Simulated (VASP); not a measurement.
Here is a VASP 6.6.1 calculation.

Contents of INCAR:

```
ALGO = Normal
EDIFF = 1E-6
ENCUT = 520
GGA = PE
ISIF = 2
ISMEAR = 0
LASPH = T
LCHARG = F
LREAL = F
LWAVE = F
NBANDS = 16
NELM = 100
PREC = Accurate
SIGMA = 0.1
```

File KPOINTS:

```
k-points
0
Gamma
  12 12 10
```

POSCAR

```
SiB4
1.0
    4.0103326628      0.0000000000      0.0000000000
   -2.0051663314      3.4730499636      0.0000000000
    0.0000000000      0.0000000000      4.0117146388
Si B
1 4
Direct
    0.0000000000      0.0000000000      0.0000000000
    0.5000000000      0.0000000000      0.0000000000
    0.0000000000      0.5000000000      0.0000000000
    0.5000000000      0.5000000000      0.0000000000
    0.0000000000      0.0000000000      0.5000000000
```

Potentials or basis: VASP PAW PBE potentials, release 64 (Si, B).

Launch:

```sh
$ cat potpaw_PBE.64/Si/POTCAR potpaw_PBE.64/B/POTCAR > POTCAR
$ mpirun -np 1 vasp_std > vasp.out
```

Problem. What does it give for the pressure?

Solution. -0.2 GPa.

Problem. Estimate the band gap on the k mesh.

Solution. Zero (band 8 reaches 6.08 eV, above the bottom of band 9 at 3.69 eV).
